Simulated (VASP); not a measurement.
# AlCu3 (Fm-3m) in VASP: elastic constants with LDA

Aim: the elastic constants of AlCu3 with LDA.

Everything below comes from runs of VASP 6.6.1. Logs are shortened: lines on timing, memory, paths and dates and some standing lists are left out, and cuts for length are marked.

## Step 1: The cell of the first run

It takes space group Fm-3m (No. 225, cubic). The conventional cell has a = 5.700 Å, b = 5.700 Å, c = 5.700 Å, α = 90.00°, β = 90.00°, γ = 90.00°. Al (site symmetry m-3m) has 14 Cu at 2.47 to 2.85 Å within 3.3 Å. Cu (site symmetry m-3m) has 8 Cu at 2.47 Å and 6 Al at 2.85 Å within 3.3 Å. Cu (site symmetry -43m) has 4 Al at 2.47 Å and 10 Cu at 2.47 to 2.85 Å within 3.3 Å.

## Step 2: Elastic constants, LDA

The input, INCAR:

```
SYSTEM = AlCu3
  PREC = Accurate
  ENCUT = 600
  EDIFF = 1E-8
  ISMEAR = -1
  SIGMA = 0.5
  LREAL = .FALSE.
  LASPH = .TRUE.
  NELM = 60
  ALGO = Normal
  ISIF = 3
  LWAVE = .FALSE.
  LCHARG = .TRUE.
  IBRION = 6
  NFREE = 2
  POTIM = 0.015
  NSW = 1
```

The input, KPOINTS:

```
Automatic mesh
0
G
  12 12 12
  0 0 0
```

The input, POSCAR:

```
AlCu3
1.0
    0.0000000000      2.8500014754      2.8500014754
    2.8500014754      0.0000000000      2.8500014754
    2.8500014754      2.8500014754      0.0000000000
Al Cu
1 3
Direct
    0.0000000000      0.0000000000      0.0000000000
    0.5000000000      0.5000000000      0.5000000000
    0.2500000000      0.2500000000      0.2500000000
    0.7500000000      0.7500000000      0.7500000000
```

Potentials or basis: VASP PAW LDA potentials, release 64 (Al, Cu).

On the command line:

```bash
cat potpaw_LDA.64/Al/POTCAR potpaw_LDA.64/Cu/POTCAR > POTCAR
mpirun -np 1 vasp_std > vasp.out
```

OUTCAR:

```text
SYSTEM = AlCu3
   PREC = Accurate
   ENCUT = 600
   EDIFF = 1E-8
   ISMEAR = -1
   LREAL = .FALSE.
   LASPH = .TRUE.
   NELM = 60
   ISIF = 3
   IBRION = 6
   NFREE = 2
   POTIM = 0.015
   NSW = 1

 ion  position               nearest neighbor table
   1  0.000  0.000  0.000-   4 2.47   4 2.47   3 2.47   4 2.47   3 2.47   3 2.47   4 2.47   3 2.47
                             2 2.85   2 2.85   2 2.85   2 2.85   2 2.85   2 2.85
   2  0.500  0.500  0.500-   3 2.47   3 2.47   3 2.47   4 2.47   4 2.47   4 2.47   3 2.47   4 2.47
                             1 2.85   1 2.85   1 2.85   1 2.85   1 2.85   1 2.85
   3  0.250  0.250  0.250-   1 2.47   1 2.47   1 2.47   2 2.47   2 2.47   2 2.47   1 2.47   2 2.47

   4  0.750  0.750  0.750-   2 2.47   2 2.47   1 2.47   2 2.47   1 2.47   1 2.47   2 2.47   1 2.47

  LATTYP: Found a face centered cubic cell.
 ALAT       =     5.7000029508

  Lattice vectors:

 A1 = (   0.0000000000,   2.8500014754,   2.8500014754)
 A2 = (   2.8500014754,   0.0000000000,   2.8500014754)
 A3 = (   2.8500014754,   2.8500014754,   0.0000000000)

Analysis of symmetry for initial positions (statically):
=====================================================================
 Subroutine PRICEL returns:
 Original cell was already a primitive cell.

 Routine SETGRP: Setting up the symmetry group for a
 face centered cubic supercell.

 Subroutine GETGRP returns: Found 48 space group operations
 (whereof 48 operations were pure point group operations)
 out of a pool of 48 trial point group operations.

The static configuration has the point symmetry O_h .

Analysis of symmetry for dynamics (positions and initial velocities):
=====================================================================
 Subroutine PRICEL returns:
 Original cell was already a primitive cell.

 Routine SETGRP: Setting up the symmetry group for a
 face centered cubic supercell.

 Subroutine GETGRP returns: Found 48 space group operations
 (whereof 48 operations were pure point group operations)
 out of a pool of 48 trial point group operations.

The dynamic configuration has the point symmetry O_h .

 Subroutine INISYM returns: Found 48 space group operations
 (whereof 48 operations are pure point group operations),
 and found     1 'primitive' translations

----------------------------------------------------------------------------------------

                                     Primitive cell

  volume of cell :      46.2983

  direct lattice vectors                    reciprocal lattice vectors
     0.000000000  2.850001475  2.850001475    -0.175438506  0.175438506  0.175438506
     2.850001475  0.000000000  2.850001475     0.175438506 -0.175438506  0.175438506
     2.850001475  2.850001475  0.000000000     0.175438506  0.175438506 -0.175438506

  length of vectors
     4.030510739  4.030510739  4.030510739     0.303868405  0.303868405  0.303868405

  position of ions in fractional coordinates (direct lattice)
     0.000000000  0.000000000  0.000000000
     0.500000000  0.500000000  0.500000000
     0.250000000  0.250000000  0.250000000
     0.750000000  0.750000000  0.750000000

  ion indices of the primitive-cell ions
   primitive index   ion index
                 1           1
[... 120 lines left out ...]
  ---------------------------------------------------
  free energy    TOTEN  =       -19.48746626 eV

  energy without entropy =      -18.53908114  energy(sigma->0) =      -19.01327370

------------------------ aborting loop because EDIFF is reached ----------------------------------------

  FORCE on cell =-STRESS in cart. coord.  units (eV):
  Direction    XX          YY          ZZ          XY          YZ          ZX
  --------------------------------------------------------------------------------------
  -------------------------------------------------------------------------------------
  Total        0.5492259      0.5492259      0.5492259     -0.0000000     -0.0000000     -0.0000000
  in kB       19.0062472     19.0062472     19.0062472     -0.0000000     -0.0000000     -0.0000000
  external PRESSURE =      19.0062472 kB  Pullay stress =       0.0000000 kB
[... 95 lines left out ...]
  FREE ENERGIE OF THE ION-ELECTRON SYSTEM (eV)
  ---------------------------------------------------
  free  energy   TOTEN  =       -19.4735943423 eV

  energy  without entropy=      -18.5404467737  energy(sigma->0) =      -19.00702056

[... ionic steps 4 to 16 ...]

--------------------------------------- Ionic step       17  -------------------------------------------

 number of electron      36.0000033 magnetization

------------------------ aborting loop because EDIFF is reached ----------------------------------------
[... 71 lines left out ...]
--------------------------------------- Ionic step       19  -------------------------------------------

 number of electron      36.0000033 magnetization

 Free energy of the ion-electron system (eV)
  ---------------------------------------------------
  ext. energy  EPLUGINS =         0.00000000
  ---------------------------------------------------
  free energy    TOTEN  =       -19.48672832 eV

  energy without entropy =      -18.53832424  energy(sigma->0) =      -19.01252628

 E-fermi :   9.1349     XC(G=0): -12.8546

 val. band max:        9.0528193294   @ k =  -0.3333  -0.1667  -0.1667
 cond. band min:       9.1754870262   @ k =   0.0000   0.3333   0.2500
 fundamental gap:      0.1226676968
 Fermi energy:         9.1348832587

 k-point     1 :       0.0000    0.0000    0.0000
  band No.  band energies     occupation
      1      -1.9228      2.00000
      2       3.9529      1.99994
      3       3.9530      1.99994
      4       4.0675      1.99992
      5       4.0707      1.99992
      6       4.0736      1.99992
[... 589 lines left out ...]
     21      14.1635      0.00009
     22      14.8601      0.00002

 [... further k-points ...]

------------------------ aborting loop because EDIFF is reached ----------------------------------------

  FORCE on cell =-STRESS in cart. coord.  units (eV):
  Direction    XX          YY          ZZ          XY          YZ          ZX
  --------------------------------------------------------------------------------------
  -------------------------------------------------------------------------------------
  Total        0.5500758      0.5510388      0.5510388      0.0000000      0.0005409      0.0000000
  in kB       19.0356574     19.0689813     19.0689813      0.0000000      0.0187172      0.0000000
  external PRESSURE =      19.0578733 kB  Pullay stress =       0.0000000 kB
[... 19 lines left out ...]
  FREE ENERGIE OF THE ION-ELECTRON SYSTEM (eV)
  ---------------------------------------------------
  free  energy   TOTEN  =       -19.4867283204 eV

  energy  without entropy=      -18.5383242396  energy(sigma->0) =      -19.01252628

 INTERNAL STRAIN TENSORS FROM STRAINED CELLS
 ============================================

 INTERNAL STRAIN TENSOR FOR ION    1 for displacements in x,y,z  (eV/Angst):
          X           Y           Z          XY          YZ          ZX
  --------------------------------------------------------------------------------
  x    -0.00000    -0.00000    -0.00000    -0.00000     0.00000    -0.00000
  y     0.00000     0.00000     0.00000     0.00000     0.00000     0.00000
  z    -0.00000    -0.00000     0.00000     0.00000     0.00000    -0.00000

 INTERNAL STRAIN TENSORS FROM DISPLACED ATOMS
 ============================================

 INTERNAL STRAIN TENSOR FOR ION    1 for displacements in x,y,z  (eV/Angst):
          X           Y           Z          XY          YZ          ZX
  --------------------------------------------------------------------------------
  x     0.00000     0.00000     0.00000     0.00000     0.00000     0.00000
  y     0.00000     0.00000     0.00000     0.00000     0.00000     0.00000
  z     0.00000     0.00000     0.00000     0.00000     0.00000     0.00000

 INTERNAL STRAIN TENSOR FOR ION    4 for displacements in x,y,z  (eV/Angst):
          X           Y           Z          XY          YZ          ZX
  --------------------------------------------------------------------------------
  x     0.00000     0.00000     0.00000     0.00000     0.03492     0.00000
  y     0.00000     0.00000     0.00000     0.00000     0.00000     0.03492
  z     0.00000     0.00000     0.00000     0.03492     0.00000     0.00000

 Eigenvectors and eigenvalues of the dynamical matrix
 ----------------------------------------------------

   1 f  =    9.214462 THz    57.896172 2PiTHz  307.361367 cm-1    38.107936 meV
             X         Y         Z           dx          dy          dz
      0.000000  0.000000  0.000000    -0.867034    0.184416    0.000000
      2.850001  2.850001  2.850001    -0.066935    0.014237   -0.000000
      1.425001  1.425001  1.425001     0.316615   -0.067343   -0.000000
      4.275002  4.275002  4.275002     0.316615   -0.067343    0.000000
[... 71 lines left out ...]
  12 f/i=    0.007172 THz     0.045064 2PiTHz    0.239239 cm-1     0.029662 meV
             X         Y         Z           dx          dy          dz
      0.000000  0.000000  0.000000     0.025013   -0.039096    0.349816
      2.850001  2.850001  2.850001     0.038283   -0.059837    0.535405
      1.425001  1.425001  1.425001     0.038295   -0.059856    0.535571
      4.275002  4.275002  4.275002     0.038295   -0.059856    0.535571

--------------------------------------------------------------------------------------------------------

 ELASTIC MODULI CONTR FROM IONIC RELAXATION (kBar)
 Direction    XX          YY          ZZ          XY          YZ          ZX
 --------------------------------------------------------------------------------
 XX           0.0000      0.0000      0.0000      0.0000      0.0000      0.0000
 YY           0.0000      0.0000      0.0000      0.0000      0.0000      0.0000
 ZZ           0.0000      0.0000      0.0000      0.0000      0.0000      0.0000
 XY           0.0000      0.0000      0.0000     -0.0130     -0.0000      0.0000
 YZ           0.0000      0.0000      0.0000     -0.0000     -0.0130      0.0000
 ZX           0.0000      0.0000      0.0000      0.0000      0.0000     -0.0130
 --------------------------------------------------------------------------------

 TOTAL ELASTIC MODULI (kBar)
 Direction    XX          YY          ZZ          XY          YZ          ZX
 --------------------------------------------------------------------------------
 XX        1657.9676   1637.9620   1637.9620      0.0000      0.0000     -0.0000
 YY        1637.9620   1657.9676   1637.9620      0.0000      0.0000     -0.0000
 ZZ        1637.9620   1637.9620   1657.9676      0.0000     -0.0000      0.0000
 XY           0.0000      0.0000      0.0000   1239.6585     -0.0000      0.0000
 YZ           0.0000      0.0000     -0.0000     -0.0000   1239.6585      0.0000
 ZX          -0.0000     -0.0000      0.0000      0.0000      0.0000   1239.6585
 --------------------------------------------------------------------------------
```

Wall time 1.8 h (1 thread of Oxide Virtual Turin-like, shared host); peak memory 0.83 GiB.

What came out:

```yaml
Elastic_constants_C11_C12_C44: 166, 164, 124 GPa
Voigt_bulk_modulus: 164 GPa
Highest_phonon_frequency_at_Γ: 307 cm⁻¹
```

Phonon frequencies in cm⁻¹ (negative: imaginary):
| q point | frequencies |
| --- | --- |
| (0.000, 0.000, 0.000) | 0 0 0 167 167 167 200 200 200 307 307 307 |

Elastic tensor in Voigt notation (GPa, in the Cartesian axes of the cell as first typed):
```
166 164 164   0   0   0
164 166 164   0   0   0
164 164 166   0   0   0
  0   0   0 124   0   0
  0   0   0   0 124   0
  0   0   0   0   0 124
```

Clamped-ion elastic tensor (GPa):
```
166 164 164   0   0   0
164 166 164   0   0   0
164 164 166   0   0   0
  0   0   0 124   0   0
  0   0   0   0 124   0
  0   0   0   0   0 124
```

Caveat: the cell is under stress, which shifts elastic constants; so wide a smearing shifts energies and pressures.
